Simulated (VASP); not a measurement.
# SnSe in VASP: further runs

Runs on SnSe. Level: PBE+D3(BJ). Tasks: single point.

Program: VASP 6.6.1. These are calculated values, not measurements. Logs are shortened: lines on timing, memory, paths and dates and some standing lists are left out, and cuts for length are marked.

### 1 The cell of the first run

The cell holds a slab with vacuum, 4 atoms: a = 4.254 Å, b = 4.531 Å, c = 20.857 Å, α = 90.00°, β = 90.00°, γ = 90.00°.

### 2 Single point, PBE+D3(BJ)

Contents of INCAR:

```
PREC     = Accurate       # precision mode
ENCUT    = 520            # plane-wave cutoff, eV
EDIFF    = 1E-6           # SCF threshold, eV
ISMEAR   = 0              # smearing method
SIGMA    = 0.05           # smearing width, eV
LREAL    = False          # projectors in reciprocal space
LASPH    = True           # aspherical terms in the spheres
NELM     = 100            # most SCF steps
ALGO     = Normal         # electronic algorithm
ISIF     = 2              # what is computed and relaxed
LWAVE    = False          # write WAVECAR
LCHARG   = False          # write CHGCAR
LDIPOL   = True         
IDIPOL   = 3            
DIPOL    = 0.5 0.5 0.500
GGA      = PE             # functional
IVDW     = 12             # dispersion correction
NBANDS   = 28             # bands
```

Contents of KPOINTS:

```
Automatic mesh
0
Gamma
  6 6 1
```

Contents of POSCAR:

```
SnSe
1.0
    4.2539221202      0.0000000000      0.0000000000
    0.0000000000      4.5314697200      0.0000000000
    0.0000000000      0.0000000000     20.8573443690
Sn Se
2 2
Direct
    0.7500000000      0.6014647507      0.4315026803
    0.2500000000      0.1014564808      0.5684973197
    0.2500000000      0.0225426955      0.4389473145
    0.7500000000      0.5225360730      0.5610485138
```

Potentials or basis: VASP PAW PBE potentials, release 64 (Sn_d, Se).

Command:

```sh
cat potpaw_PBE.64/Sn_d/POTCAR potpaw_PBE.64/Se/POTCAR > POTCAR
mpirun -np 1 vasp_std > vasp.out
```

OUTCAR:

```text
PREC = Accurate
   ENCUT = 520
   EDIFF = 1E-6
   ISMEAR = 0
   LREAL = False
   LASPH = True
   NELM = 100
   ISIF = 2
   GGA = PE
   IVDW = 12
 IVDW          = 12

 ion  position               nearest neighbor table
   1  0.750  0.601  0.432-   4 2.73   3 2.86   3 2.86
   2  0.250  0.101  0.568-   3 2.73   4 2.86   4 2.86
   3  0.250  0.023  0.439-   2 2.73   1 2.86   1 2.86
   4  0.750  0.523  0.561-   1 2.73   2 2.86   2 2.86

  LATTYP: Found a simple orthorhombic cell.
 ALAT       =     4.2539221202
 B/A-ratio  =     1.0652451060
 C/A-ratio  =     4.9030856183

  Lattice vectors:

 A1 = (   4.2539221202,   0.0000000000,   0.0000000000)
 A2 = (   0.0000000000,   4.5314697200,   0.0000000000)
 A3 = (   0.0000000000,   0.0000000000,  20.8573443690)

Analysis of symmetry for initial positions (statically):
=====================================================================
 Subroutine PRICEL returns:
 Original cell was already a primitive cell.

 Routine SETGRP: Setting up the symmetry group for a
 simple orthorhombic supercell.

 Subroutine GETGRP returns: Found  2 space group operations
 (whereof  1 operations were pure point group operations)
 out of a pool of  8 trial point group operations.

The static configuration has the point symmetry C_1 .
 The point group associated with its full space group is C_1h.

Analysis of symmetry for dynamics (positions and initial velocities):
=====================================================================
 Subroutine PRICEL returns:
 Original cell was already a primitive cell.

 Routine SETGRP: Setting up the symmetry group for a
 simple orthorhombic supercell.

 Subroutine GETGRP returns: Found  2 space group operations
 (whereof  1 operations were pure point group operations)
 out of a pool of  8 trial point group operations.

The dynamic configuration has the point symmetry C_1 .
 The point group associated with its full space group is C_1h.

 Subroutine INISYM returns: Found  2 space group operations
 (whereof  1 operations are pure point group operations),
 and found     1 'primitive' translations

----------------------------------------------------------------------------------------

                                     Primitive cell

  volume of cell :     402.0570

  direct lattice vectors                    reciprocal lattice vectors
     4.253922120  0.000000000  0.000000000     0.235077176  0.000000000  0.000000000
     0.000000000  4.531469720  0.000000000     0.000000000  0.220678954  0.000000000
     0.000000000  0.000000000 20.857344369     0.000000000  0.000000000  0.047944742

  length of vectors
     4.253922120  4.531469720 20.857344369     0.235077176  0.220678954  0.047944742

  position of ions in fractional coordinates (direct lattice)
     0.750000000  0.601464751  0.431502680
     0.250000000  0.101456481  0.568497320
     0.250000000  0.022542696  0.438947314
     0.750000000  0.522536073  0.561048514

  ion indices of the primitive-cell ions
   primitive index   ion index
                 1           1
                 2           2
                 3           3
                 4           4

----------------------------------------------------------------------------------------

 KPOINTS: Automatic mesh

Automatic generation of k-mesh.
 Grid dimensions read from file:
 generate k-points for:    6    6    1

 Generating k-lattice:

  Cartesian coordinates                     Fractional coordinates (reciprocal lattice)
     0.039179529  0.000000000  0.000000000     0.166666667  0.000000000  0.000000000
     0.000000000  0.036779826  0.000000000     0.000000000  0.166666667  0.000000000
     0.000000000  0.000000000  0.047944742     0.000000000  0.000000000  1.000000000

  Length of vectors
     0.039179529  0.036779826  0.047944742

  Shift w.r.t. Gamma in fractional coordinates (k-lattice)
     0.000000000  0.000000000  0.000000000

 Subroutine IBZKPT returns following result:
 ===========================================

 Found     16 irreducible k-points:

 Following reciprocal coordinates:
            Coordinates               Weight
  0.000000  0.000000  0.000000      1.000000
  0.166667  0.000000  0.000000      2.000000
  0.333333  0.000000  0.000000      2.000000
  0.500000  0.000000  0.000000      1.000000
  0.000000  0.166667  0.000000      2.000000
  0.166667  0.166667  0.000000      4.000000
[... 8 lines left out ...]
  0.333333  0.500000  0.000000      2.000000
  0.500000  0.500000  0.000000      1.000000
   k-points           NKPTS =     16   k-points in BZ     NKDIM =     16   number of bands    NBANDS=     28
   number of dos      NEDOS =    301   number of ions     NIONS =      4
   total plane-waves  NPLWV = 184320
   dimension x,y,z NGX =    32 NGY =   36 NGZ =  160
   dimension x,y,z NGXF=    64 NGYF=   72 NGZF=  320
   ions per type =               2   2
   NGX,Y,Z   is equivalent  to a cutoff of  12.51, 13.21, 12.75 a.u.
   NGXF,Y,Z  is equivalent  to a cutoff of  25.01, 26.41, 25.51 a.u.
 SYSTEM =  unknown system
   PREC   = accura    normal or accurate (medium, high low for compatibility)
   ISTART =      0    job   : 0-new  1-cont  2-samecut
   ICHARG =      2    charge: 1-file 2-atom 10-const
   ISPIN  =      1    spin polarized calculation?
   LNONCOLLINEAR =      F non collinear calculations
   LSORBIT =      F    spin-orbit coupling
   LASPH  =      T    aspherical Exc in radial PAW
   ENCUT  =  520.0 eV  38.22 Ry    6.18 a.u.   7.91  8.43 38.78*2*pi/ulx,y,z
   NELM   =    100;   NELMIN=  2; NELMDL= -5     # of ELM steps
   EDIFF  = 0.1E-05   stopping-criterion for ELM
   LREAL  =      F    real-space projection
   EDIFFG = 0.1E-04   stopping-criterion for IOM
   NSW    =      0    number of steps for IOM
   IBRION =     -1    ionic relax: 0-MD 1-quasi-New 2-CG
   NFREE  =      0    steps in history (QN), initial steepest desc. (CG)
   ISIF   =      2    stress and relaxation
   ISYM   =      2    0-nonsym 1-usesym 2-fastsym
   POTIM  = 0.5000    time-step for ionic-motion
   TEBEG  =    0.0;   TEEND  =   0.0 temperature during run
   PSTRESS=    0.0 pullay stress
   NELECT =      40.0000    total number of electrons
   NUPDOWN=      -1.0000    fix difference up-down
   EMIN   =  10.00;   EMAX   =-10.00  energy-range for DOS
   EFERMI =   0.00;   METHOD = LEGACY
   ISMEAR =     0;   SIGMA  =   0.05  broadening in eV -4-tet -1-fermi 0-gaus
   EFERMI_NEDOS =   21; number of points for ismear=-14 and -15
   IALGO  =     38    algorithm
   IMIX   =      4    mixing-type and parameters
     AMIX     =   0.40;   BMIX     =  1.00
     AMIX_MAG =   1.60;   BMIX_MAG =  1.00
  volume/ion in A,a.u.               =     100.51       678.30
  Fermi-wavevector in a.u.,A,eV,Ry     =   0.758576  1.433500  7.829298  0.575437
  Thomas-Fermi vector in A             =   1.857177
   LORBIT       =      0    0 simple, 1 ext, 2 COOP (PROOUT), +10 PAW based schemes
   GGA     = PE    functional components
   LHFCALC =     F    Hartree Fock is set to
   AEXX    =    0.0000 exact exchange contribution
   IVDW    =    12    specifies the selected vdW correction
   LEPSILON=     F    determine dielectric tensor
   LRPA    =     F    only Hartree local field effects (RPA)
 non-spin polarized calculation
 Gauss-broadening in eV      SIGMA  =   0.05
  energy-cutoff  :      520.00
  volume of cell :      402.06
 maximum number of plane-waves:     10872
 NGX is ok and might be reduce to    32
   NGX = 15   NGY = 17   NGZ = 77

 dipolmoment           0.000000      0.000000      0.000007 electrons x Angstroem

 number of electron      39.9999998 magnetization

 dipolmoment           0.000000      0.000000     -0.000019 electrons x Angstroem

 Free energy of the ion-electron system (eV)
  ---------------------------------------------------
  ext. energy  EPLUGINS =         0.00000000
  ---------------------------------------------------
  free energy    TOTEN  =       -16.26156702 eV

  energy without entropy =      -16.26156702  energy(sigma->0) =      -16.26156702

 E-fermi :  -1.8148     XC(G=0):  -3.1908

 val. band max:       -2.0735663311   @ k =   0.0000   0.3333   0.0000
 cond. band min:      -0.5007058834   @ k =   0.5000   0.0000   0.0000
 fundamental gap:      1.5728604477
 Fermi energy:        -1.8147763701

 k-point     1 :       0.0000    0.0000    0.0000
  band No.  band energies     occupation
      1     -23.0693      2.00000
      2     -23.0620      2.00000
      3     -23.0613      2.00000
      4     -23.0568      2.00000
      5     -23.0467      2.00000
      6     -23.0265      2.00000
[... 20 lines left out ...]
     27       2.8146      0.00000
     28       3.3854      0.00000

 k-point     2 :       0.1667    0.0000    0.0000
  band No.  band energies     occupation
      1     -23.0669      2.00000
      2     -23.0640      2.00000
      3     -23.0587      2.00000
      4     -23.0586      2.00000
      5     -23.0445      2.00000
      6     -23.0272      2.00000
[... 20 lines left out ...]
     27       2.9705      0.00000
     28       2.9958      0.00000

 k-point     3 :       0.3333    0.0000    0.0000
  band No.  band energies     occupation
      1     -23.0680      2.00000
      2     -23.0675      2.00000
      3     -23.0563      2.00000
      4     -23.0540      2.00000
      5     -23.0396      2.00000
      6     -23.0297      2.00000
[... 20 lines left out ...]
     27       3.1571      0.00000
     28       3.5556      0.00000

 k-point     4 :       0.5000    0.0000    0.0000
  band No.  band energies     occupation
      1     -23.0697      2.00000
      2     -23.0696      2.00000
      3     -23.0527      2.00000
      4     -23.0526      2.00000
      5     -23.0342      2.00000
      6     -23.0341      2.00000
[... 330 lines left out ...]
     27       3.8815      0.00000
     28       3.8817      0.00000

 k-point    15 :       0.3333    0.5000    0.0000
  band No.  band energies     occupation
      1     -23.0745      2.00000
      2     -23.0744      2.00000
      3     -23.0529      2.00000
      4     -23.0528      2.00000
      5     -23.0311      2.00000
      6     -23.0310      2.00000
[... 20 lines left out ...]
     27       3.6681      0.00000
     28       3.6681      0.00000

 k-point    16 :       0.5000    0.5000    0.0000
  band No.  band energies     occupation
      1     -23.0778      2.00000
      2     -23.0776      2.00000
      3     -23.0502      2.00000
      4     -23.0500      2.00000
      5     -23.0313      2.00000
      6     -23.0312      2.00000
[... 20 lines left out ...]
     27       4.2131      0.00000
     28       4.2131      0.00000

------------------------ aborting loop because EDIFF is reached ----------------------------------------

 vacuum level on the upper side and lower side of the slab       (xc-potential included)        -0.116        -0.116

 Edisp (eV)   -0.94918

 E8    (eV) :    -0.4537

  FORCE on cell =-STRESS in cart. coord.  units (eV):
  Direction    XX          YY          ZZ          XY          YZ          ZX
  --------------------------------------------------------------------------------------
  -------------------------------------------------------------------------------------
  Total      -0.04548    -0.14338     0.05852     0.00000     0.00010     0.00000
  in kB      -0.18123    -0.57137     0.23320     0.00000     0.00038     0.00000
  external pressure =       -0.17 kB  Pullay stress =        0.00 kB

 VOLUME and BASIS-vectors are now :
 -----------------------------------------------------------------------------
  energy-cutoff  :      520.00
  volume of cell :      402.06
      direct lattice vectors                 reciprocal lattice vectors
     4.253922120  0.000000000  0.000000000     0.235077176  0.000000000  0.000000000
     0.000000000  4.531469720  0.000000000     0.000000000  0.220678954  0.000000000
     0.000000000  0.000000000 20.857344369     0.000000000  0.000000000  0.047944742

 POSITION                                       TOTAL-FORCE (eV/Angst)
 -----------------------------------------------------------------------------------
      3.19044      2.72552      9.00000         0.000000     -0.014809     -0.015682
      1.06348      0.45975     11.85734         0.000000     -0.014738      0.015143
      1.06348      0.10215      9.15528         0.000000      0.014771     -0.015892
      3.19044      2.36786     11.70198         0.000000      0.014776      0.016431
 -----------------------------------------------------------------------------------
    total drift:                                0.000000     -0.001462      0.000000

  FREE ENERGIE OF THE ION-ELECTRON SYSTEM (eV)
  ---------------------------------------------------
  free  energy   TOTEN  =       -17.2107436876 eV

  energy  without entropy=      -17.2107436876  energy(sigma->0) =      -17.21074369

 vacuum level on the upper side and lower side of the slab         2.517         2.517
```

It took 4 min on 1 thread of Intel Xeon Platinum 8559C (Emerald Rapids), shared host; peak memory 0.51 GiB.

What came out:

```yaml
Free_energy: -17.2107 eV
Largest_force: 0.022 eV/Å
Band_gap_on_the_k_mesh: 1.57 eV (least direct gap 1.63 eV)
Dispersion_energy_per_atom: -0.237 eV
```

Forces in eV/Å, atoms in the order of the input:
```
Sn   0.000 -0.015 -0.016
Sn   0.000 -0.015  0.015
Se   0.000  0.015 -0.016
Se   0.000  0.015  0.016
```

Caveat: spin-orbit coupling is left out, which moves the levels of the heavy elements.

### 3 Single point, PBE+D3(BJ)

This run uses another cell than the first one.

Contents of INCAR:

```
SYSTEM = SnSe
PREC = Accurate
ENCUT = 520
EDIFF = 1E-6
ISMEAR = 0
SIGMA = 0.05
LREAL = .FALSE.
LASPH = .TRUE.
NELM = 100
ALGO = Normal
ISIF = 2
LWAVE = .FALSE.
LCHARG = .FALSE.
LDIPOL = .TRUE.
IDIPOL = 3
DIPOL = 0.5 0.5 0.500
GGA = PE
IVDW = 12
NBANDS = 28
```

Contents of KPOINTS:

```
Automatic mesh
0
G
  8 8 1
  0 0 0
```

Contents of POSCAR:

```
SnSe
1.0
    4.1900000000      0.0000000000      0.0000000000
    0.0000000000      4.4600000000      0.0000000000
    0.0000000000      0.0000000000     21.0544799493
Sn Se
2 2
Direct
    0.7500000000      0.6030000000      0.4274624698
    0.2500000000      0.1030000000      0.5725375302
    0.2500000000      0.0210000000      0.4422996899
    0.7500000000      0.5210000000      0.5577003101
```

Potentials or basis: VASP PAW PBE potentials, release 64 (Sn_d, Se).

Command:

```sh
cat potpaw_PBE.64/Sn_d/POTCAR potpaw_PBE.64/Se/POTCAR > POTCAR
mpirun -np 1 vasp_std > vasp.out
```

Run time: 5.4 min. Hardware: 1 thread of Intel Xeon Platinum 8559C (Emerald Rapids), shared host; peak memory 0.58 GiB.

It converged, with:

- Free energy: -17.1811 eV
- Largest force: 0.148 eV/Å
- Band gap on the k mesh: 1.22 eV (least direct gap 1.29 eV)
- Dispersion energy per atom: -0.240 eV

Forces on the atoms (eV/Å):
```
Sn   0.000 -0.064  0.134
Sn   0.000 -0.064 -0.134
Se   0.000  0.064  0.098
Se   0.000  0.064 -0.098
```

Levels at points of the mesh, in eV from the valence-band top:
```tsv
k point	band 16	band 17	band 18	band 19	band 20	band 21	band 22	band 23	band 24	band 25
(0.00, 0.00, 0.00)	-2.97	-2.82	-1.66	-1.63	-0.13	1.22	3.14	3.52	3.72	4.28
(0.50, 0.00, 0.00)	-2.37	-1.71	-1.71	-0.66	-0.66	1.47	1.47	2.37	2.37	3.02
(0.00, 0.50, 0.00)	-2.25	-1.67	-1.67	-0.36	-0.36	1.63	1.63	2.66	2.66	3.00
(0.50, 0.50, 0.00)	-4.24	-3.22	-3.22	-1.52	-1.52	3.04	3.04	4.55	4.55	4.77
```

Caveat: spin-orbit coupling is left out, which moves the levels of the heavy elements.

### 4 Single point, PBE+D3(BJ)

This run uses another cell than the first one.

Contents of INCAR:

```
PREC = Accurate
ENCUT = 520
EDIFF = 1E-6
ISMEAR = 0
SIGMA = 0.05
LREAL = False
LASPH = True
NELM = 80
ALGO = Normal
ISIF = 2
LWAVE = False
LCHARG = False
LDIPOL = True
IDIPOL = 3
DIPOL = 0.5 0.5 0.500
GGA = PE
IVDW = 12
NBANDS = 28
```

Contents of KPOINTS:

```
Automatic mesh
0
Gamma
  8 8 1
```

Contents of POSCAR:

```
SnSe
1.0
    4.2539221202      0.0000000000      0.0000000000
    0.0000000000      4.5314697200      0.0000000000
    0.0000000000      0.0000000000     21.0544799493
Sn Se
2 2
Direct
    0.7500000000      0.6014647507      0.4321450620
    0.2500000000      0.1014564808      0.5678570043
    0.2500000000      0.0225426955      0.4395199912
    0.7500000000      0.5225360730      0.5604779425
```

Command:

```sh
cat potpaw_PBE.64/Sn_d/POTCAR potpaw_PBE.64/Se/POTCAR > POTCAR
mpirun -np 1 vasp_std > vasp.out
```

Run time: 6.3 min. Hardware: 1 thread of Intel Xeon Platinum 8559C (Emerald Rapids), shared host; peak memory 0.57 GiB.

The run converged. Its results:

```
Free energy                : -17.2050 eV
Largest force              : 0.023 eV/Å
Band gap on the k mesh     : 1.22 eV (least direct gap 1.27 eV)
Dispersion energy per atom : -0.237 eV
```

Forces in eV/Å, atoms in the order of the input:
```
Sn   0.000 -0.014 -0.018
Sn   0.000 -0.014  0.017
Se   0.000  0.014 -0.008
Se   0.000  0.014  0.008
```

Levels at points of the mesh, in eV from the valence-band top:
```
           k point  band 18  band 19  band 20  band 21  band 22  band 23
(0.00, 0.00, 0.00)    -1.61    -1.59    -0.31     1.56     3.14     3.58
(0.50, 0.00, 0.00)    -1.74    -0.57    -0.57     1.42     1.42     2.28
(0.00, 0.50, 0.00)    -1.66    -0.30    -0.30     1.57     1.57     2.57
(0.50, 0.50, 0.00)    -3.09    -1.48    -1.48     3.26     3.26     4.61
```

Caveat: spin-orbit coupling is left out, which moves the levels of the heavy elements.

### 5 Summary

```tsv
cell	k mesh	gap on the mesh (eV)	largest force (eV/Å)
a = 4.254, b = 4.531, c = 20.857 Å, 4 atoms, atomic positions A	6 × 6 × 1	1.57	0.02
a = 4.190, b = 4.460, c = 21.054 Å, 4 atoms, atomic positions B	8 × 8 × 1	1.22	0.15
a = 4.254, b = 4.531, c = 21.054 Å, 4 atoms, atomic positions A	8 × 8 × 1	1.22	0.02
```

Alike in all rows: task single point; level PBE+D3(BJ); potentials or basis VASP PAW PBE potentials, release 64 (Sn_d, Se); no spin polarisation; cutoff (eV) 520; smearing gaussian 0.05 eV.

Caveats: spin-orbit coupling is left out, which moves the levels of the heavy elements.

Total energies depend on the potentials used, so only differences within one code and one set of settings carry meaning.
